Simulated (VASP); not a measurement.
Here is a VASP 6.6.1 calculation.

POSCAR

```
WS2
1.0
    3.1699463526      0.0000000000      0.0000000000
   -1.5849731763      2.7452540700      0.0000000000
    0.0000000000      0.0000000000     12.4910704373
W S
2 4
Direct
    0.3333333333      0.6666666667      0.2500000000
    0.6666666667      0.3333333333      0.7500000000
    0.6666666667      0.3333333333      0.3751079149
    0.6666666667      0.3333333333      0.1248920851
    0.3333333333      0.6666666667      0.8751079149
    0.3333333333      0.6666666667      0.6248920851
```

INCAR.step1

```
SYSTEM = WS2
ALGO = Normal
EDIFF = 1E-4
ENCUT = 520
GGA = PE
ISMEAR = -1
LASPH = .True.
LCHARG = .False.
LREAL = .False.
LWAVE = .True.
NBANDS = 35
NELM = 60
PREC = Accurate
SIGMA = 0.02
```

INCAR.step2

```
SYSTEM = WS2
ALGO = Normal
BPARAM = 11.95
CPARAM = 0.0093
EDIFF = 1E-6
ENCUT = 520
ISIF = 2
ISMEAR = -1
ISTART = 1
IVDW_NL = 2
LASPH = .True.
LCHARG = .False.
LMIXTAU = .True.
LREAL = .False.
LUSE_VDW = .True.
LWAVE = .False.
METAGGA = R2SCAN
NBANDS = 35
NELM = 60
PREC = Accurate
SIGMA = 0.02
```

Contents of KPOINTS:

```
k-points
0
Gamma
  12 12 2
  0 0 0
```

Potentials or basis: VASP PAW PBE potentials, release 64 (W_sv, S).

Run with:

```bash
$ cat potpaw_PBE.64/W_sv/POTCAR potpaw_PBE.64/S/POTCAR > POTCAR
$ cp INCAR.step1 INCAR
$ mpirun -np 1 vasp_std > vasp.out
$ cp INCAR.step2 INCAR
$ mpirun -np 1 vasp_std > vasp.out
```

Q: Predict the band gap on the k mesh.

A: 1.15 eV (least direct gap 1.90 eV).

Q: Predict the pressure.

A: 0.4 GPa.

Stress tensor (GPa, compression positive):
```
0.46 0.00 0.00
0.00 0.46 0.00
0.00 0.00 0.32
```

Caveat: the PAW data sets were made with another functional, which shifts forces and pressure a little; spin-orbit coupling is left out, which moves the levels of the heavy elements. A k mesh can miss the band edges.
